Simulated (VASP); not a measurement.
Set up this calculation in VASP 6.6.1, as the native input.

* Task: single point
* Functional: r2SCAN
* Potentials or basis: VASP PAW PBE potentials, release 64 (Ca_sv, F, Cd)
* Cutoff: 520 eV
* k mesh: 4 × 4 × 6
* Occupations: fermi-dirac, width 0.02 eV
* Spin: no spin polarisation
* Dipole correction: no
* Further INCAR settings: ALGO = Normal; EDIFF = 1e-06; NBANDS = 61

Crystal: Ca3CdF8.

```
Ca F Cd
1.0
     3.83949   -5.42681    0.00000
     3.83949    5.42681    0.00000
     0.00000    0.00000    3.83514
Ca F Cd
3 8 1
Direct
  0.00000 0.50000 0.00000
  0.50000 0.50000 0.50000
  0.50000 0.00000 0.00000
  0.37385 0.12429 0.50000
  0.12429 0.37385 0.50000
  0.87566 0.12434 0.00000
  0.62537 0.37463 0.00000
  0.37463 0.62537 0.00000
  0.12434 0.87566 0.00000
  0.87571 0.62615 0.50000
  0.62615 0.87571 0.50000
  0.00000 0.00000 0.50000
```

The input as run:

POSCAR

```
Ca3CdF8
1.0
    3.8394895840     -5.4268061171      0.0000000000
    3.8394895840      5.4268061171      0.0000000000
    0.0000000000      0.0000000000      3.8351427833
Ca F Cd
3 8 1
Direct
    0.0000000000      0.5000000000      0.0000000000
    0.5000000000      0.5000000000      0.5000000000
    0.5000000000      0.0000000000      0.0000000000
    0.3738459558      0.1242917425      0.5000000000
    0.1242917425      0.3738459558      0.5000000000
    0.8756615817      0.1243384183      0.0000000000
    0.6253653429      0.3746346571      0.0000000000
    0.3746346571      0.6253653429      0.0000000000
    0.1243384183      0.8756615817      0.0000000000
    0.8757082575      0.6261540442      0.5000000000
    0.6261540442      0.8757082575      0.5000000000
    0.0000000000      0.0000000000      0.5000000000
```

INCAR.step1

```
PREC = Accurate ; ENCUT = 520
ISMEAR = -1 ; SIGMA = 0.02
LREAL = False ; LASPH = True
NELM = 60 ; NBANDS = 61
GGA = PE ; ALGO = Normal
EDIFF = 1E-4 ; LWAVE = True
LCHARG = False
```

INCAR.step2

```
PREC = Accurate ; ENCUT = 520
EDIFF = 1E-6 ; ISMEAR = -1
SIGMA = 0.02 ; LREAL = False
LASPH = True ; NELM = 60
ALGO = Normal ; ISIF = 2
LWAVE = False ; LCHARG = False
METAGGA = R2SCAN ; LMIXTAU = True
NBANDS = 61 ; ISTART = 1
```

KPOINTS

```
regular mesh
0
Gamma
  4 4 6
```

Potentials or basis: VASP PAW PBE potentials, release 64 (Ca_sv, F, Cd).

Launch:

```sh
$ cat potpaw_PBE.64/Ca_sv/POTCAR potpaw_PBE.64/F/POTCAR potpaw_PBE.64/Cd/POTCAR > POTCAR
$ cp INCAR.step1 INCAR
$ mpirun -np 1 vasp_std > vasp.out
$ cp INCAR.step2 INCAR
$ mpirun -np 1 vasp_std > vasp.out
```

It gave:

```json
{"Pressure": "0.7 GPa", "Largest force": "0.015 eV/Å", "Band gap on the k mesh": "5.99 eV (least direct gap 6.05 eV)"}
```

Caveat: the PAW data sets were made with another functional, which shifts forces and pressure a little.

Wall time 8 min on 1 thread of Intel(R) Xeon(R) 6975P-C (Granite Rapids), with other jobs on the host, peak memory 0.42 GiB.
